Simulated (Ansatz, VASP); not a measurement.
LaTe: VASP beside Ansatz

INCAR

```
SYSTEM = LaTe
ALGO = Normal
EDIFF = 1E-7
ENCUT = 520
GGA = CA
ISIF = 2
ISMEAR = -1
LASPH = .TRUE.
LCHARG = .TRUE.
LELF = .TRUE.
LREAL = .FALSE.
LVHAR = .TRUE.
LWAVE = .FALSE.
NBANDS = 16
NELM = 60
PREC = Accurate
SIGMA = 0.08
```

The input KPOINTS:

```
k-points
0
G
  10 10 10
  0 0 0
```

Contents of POSCAR:

```
LaTe
1.0
   -0.0642200000      3.1788900000      3.1788900000
    3.1788900000     -0.0642200000      3.1788900000
    3.1788900000      3.1788900000     -0.0642200000
La Te
1 1
Direct
    0.0000000000      0.0000000000      0.0000000000
    0.5000000000      0.5000000000      0.5000000000
```

Input for Ansatz:

```yaml
crystal:
  lattice:
    - [-0.06422, 3.17889, 3.17889]
    - [3.17889, -0.06422, 3.17889]
    - [3.17889, 3.17889, -0.06422]
  atoms:
    - { symbol: La, position: [0.0, 0.0, 0.0] }
    - { symbol: Te, position: [0.5, 0.5, 0.5] }
kpoints:
  mp_grid: { grid: [10, 10, 10] }
  band_path:
    path:
      - [0.0, 0.0, 0.0]
      - [0.5, 0.5, 0.5]
      - [0.2551801333, 0.5, 0.7448198667]
      - [-0.2551801333, 0.2551801333, 0.5]
      - [0.0, 0.0, 0.5]
      - [0.0, 0.0, 0.0]
      - [-0.3775900666, 0.0, 0.3775900666]
      - [0.0, 0.3775900666, 0.6224099334]
      - [0.0, 0.5, 0.5]
    npoints: 5
scf:
  occupations: { method: fermi_dirac, width: 0.08 }
hamiltonian:
  xc: lda
  pseudopotentials: { kind: all_electron, lapw: { basis_error: 0.001 } }
output:
  forces: true
  stress: true
  eigenvalues: true
```

Change from the starting cell: equal xy, yz and zx shear strains of -2 %.

Alike in both runs: task single point; functional LDA; k mesh 10 × 10 × 10; occupations fermi-dirac, width 0.08 eV; no spin polarisation.

|  | VASP | Ansatz |
| --- | --- | --- |
| version | VASP 6.6.1 | Ansatz 0.2.0 |
| potentials or method | VASP PAW LDA potentials, release 64 (La, Te), cutoff 520 eV | all-electron LAPW, scalar-relativistic |

```csv
,VASP,Ansatz,Ansatz less VASP
pressure (GPa),-2.1,-2.1,-0.01
"traceless stress, the component that is largest in VASP (GPa)",0.20,0.20,0.000
```

LDA's correlation is that of Perdew and Zunger in VASP and of Perdew and Wang (1992) in Ansatz. Ansatz ran all-electron here, and VASP with PAW potentials.

Neither program's run includes spin-orbit coupling.
